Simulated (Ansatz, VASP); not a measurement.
## H: VASP beside Ansatz

Contents of INCAR:

```
PREC = Accurate
ENCUT = 520
EDIFF = 1E-6
ISMEAR = -1
SIGMA = 0.01
LREAL = False
LASPH = True
NELM = 100
ALGO = Normal
ISIF = 2
LWAVE = False
LCHARG = True
GGA = PE
LELF = True
LVHAR = True
NBANDS = 8
```

File KPOINTS:

```
regular mesh
0
Gamma
  13 13 7
```

Contents of POSCAR:

```
H
1.0
    2.0149994853      0.0000000000      0.0000000000
   -1.0074997427      1.7450407429      0.0000000000
    0.0000000000      0.0000000000      3.2370000000
H
2
Direct
    0.3333333333      0.6666666667      0.2500000000
    0.6666666667      0.3333333333      0.7500000000
```

Input for Ansatz:

```yaml
crystal:
  lattice:
    - [2.0149994853, 0.0, 0.0]
    - [-1.0074997427, 1.7450407429, 0.0]
    - [0.0, 0.0, 3.237]
  atoms:
    - { symbol: H, position: [0.3333333333, 0.6666666667, 0.25] }
    - { symbol: H, position: [0.6666666667, 0.3333333333, 0.75] }
kpoints:
  mp_grid: { grid: [13, 13, 7] }
  band_path:
    path:
      - [0.0, 0.0, 0.0]
      - [0.5, 0.0, 0.0]
      - [0.3333333333, 0.3333333333, 0.0]
      - [0.0, 0.0, 0.0]
      - [0.0, 0.0, 0.5]
      - [0.5, 0.0, 0.5]
      - [0.3333333333, 0.3333333333, 0.5]
      - [0.0, 0.0, 0.5]
      - [0.5, 0.0, 0.5]
    npoints: 8
scf:
  occupations: { method: fermi_dirac, width: 0.01 }
hamiltonian:
  xc: pbe
  pseudopotentials: { kind: all_electron, lapw: { basis_error: 0.001 } }
output:
  forces: true
  stress: true
  eigenvalues: true
  fatbands: true
  populations: true
  dos: { projected: true, de: 0.2, e_range: [-14, 8] }
```

Alike in both runs: task single point; functional PBE; k mesh 13 × 13 × 7; occupations fermi-dirac, width 0.01 eV; no spin polarisation.

```csv
,VASP,Ansatz
version,VASP 6.6.1,Ansatz 0.2.0
potentials or method,"VASP PAW PBE potentials, release 64 (H), cutoff 520 eV","all-electron LAPW, scalar-relativistic"
```

```csv
,VASP,Ansatz,Ansatz less VASP
pressure (GPa),-23.8,-23.6,+0.20
"traceless stress, the component that is largest in VASP (GPa)",-2.15,-2.15,+0.001
```

Ansatz ran all-electron here, and VASP with PAW potentials.
